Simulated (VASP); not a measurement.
Set up this calculation in VASP 6.6.1, as the native input.

```yaml
Task: single point
Functional: PBE
Potentials_or_basis: VASP PAW PBE potentials, release 64 (Be)
Cutoff: 520 eV
k_mesh: 15 × 15 × 15
Occupations: fermi-dirac, width 0.1 eV
Spin: no spin polarisation
Dipole_correction: no
Further_INCAR_settings: ALGO = Normal; EDIFF = 1e-06; NBANDS = 9
```

The structure of Be lies in POSCAR:

```
Be
1.0
    0.0000000000      1.8485631705      1.8485631705
    1.8485631705      0.0000000000      1.8485631705
    1.8485631705      1.8485631705      0.0000000000
Be
2
Direct
   -0.1250000000     -0.1250000000     -0.1250000000
    0.1250000000      0.1250000000      0.1250000000
```

This cell differs from its parent crystal: volume scaled by 0.43.

The input as run:

INCAR

```
PREC = Accurate
ENCUT = 520
EDIFF = 1E-6
ISMEAR = -1
SIGMA = 0.1
LREAL = False
LASPH = True
NELM = 60
ALGO = Normal
ISIF = 2
LWAVE = False
LCHARG = False
GGA = PE
NBANDS = 9
```

KPOINTS

```
Automatic mesh
0
Gamma
  15 15 15
```

Potentials or basis: VASP PAW PBE potentials, release 64 (Be).

Launch:

```sh
$ cat potpaw_PBE.64/Be/POTCAR > POTCAR
$ mpirun -np 1 vasp_std > vasp.out
```

Results of the run:

- Pressure: 150.1 GPa
- Band gap on the k mesh: zero (band 2 reaches 16.69 eV, above the bottom of band 3 at 6.71 eV)

Run time: 6.7 s on 1 thread of Intel(R) Xeon(R) Platinum 8375C CPU @ 2.90GHz (Ice Lake), on a shared host, peak memory 0.12 GiB.
